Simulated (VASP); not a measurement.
# Ir: single point with PBEsol+D3(BJ)

The system is Ir.

```xyz
2
Lattice="2.7000 0.0000 0.0000 -1.3500 2.3382 0.0000 0.0000 0.0000 4.3791" Properties=species:S:1:pos:R:3 pbc="T T T"
Ir    0.0000    1.5588    1.0948
Ir    1.3500    0.7794    3.2844
```

This isn't the form of Ir at room conditions, which is fcc.

* Program: VASP 6.6.1
* Task: single point
* Functional: PBEsol
* Dispersion: D3(BJ)
* Potentials or basis: VASP PAW PBE potentials, release 64 (Ir)
* Cutoff: 520 eV
* k mesh: 11 × 11 × 6
* Occupations: fermi-dirac, width 0.05 eV
* Spin: no spin polarisation
* Dipole correction: no
* Further INCAR settings: ALGO = Normal; EDIFF = 1e-06; NBANDS = 16

```yaml
Pressure: 1.2 GPa
Band_gap_on_the_k_mesh: zero (bands 9 and 10 overlap by 3.40 eV)
Dispersion_energy_per_atom: -0.732 eV
```

Stress tensor (GPa, compression positive):
```
1.17 0.00 0.00
0.00 1.17 0.00
0.00 0.00 1.25
```

Levels at points of the mesh, in eV from the Fermi level:
| k point | band 5 | band 6 | band 7 | band 8 | band 9 | band 10 | band 11 | band 12 | band 13 | band 14 |
| --- | --- | --- | --- | --- | --- | --- | --- | --- | --- | --- |
| (0.00, 0.00, 0.00) | -4.00 | -3.31 | -3.31 | -2.47 | -2.47 | -0.94 | 0.30 | 0.30 | 7.28 | 14.20 |
| (0.00, 0.00, 0.50) | -4.12 | -4.12 | -4.12 | -4.12 | -0.47 | -0.47 | -0.47 | -0.47 | 13.64 | 13.64 |

Wall time 29 s on 1 thread of AMD EPYC 7R13, on a shared host, peak memory 0.14 GiB.

Caveat: the PAW data sets were made with another functional, which shifts forces and pressure a little; spin-orbit coupling is left out, which moves the levels of the heavy elements.
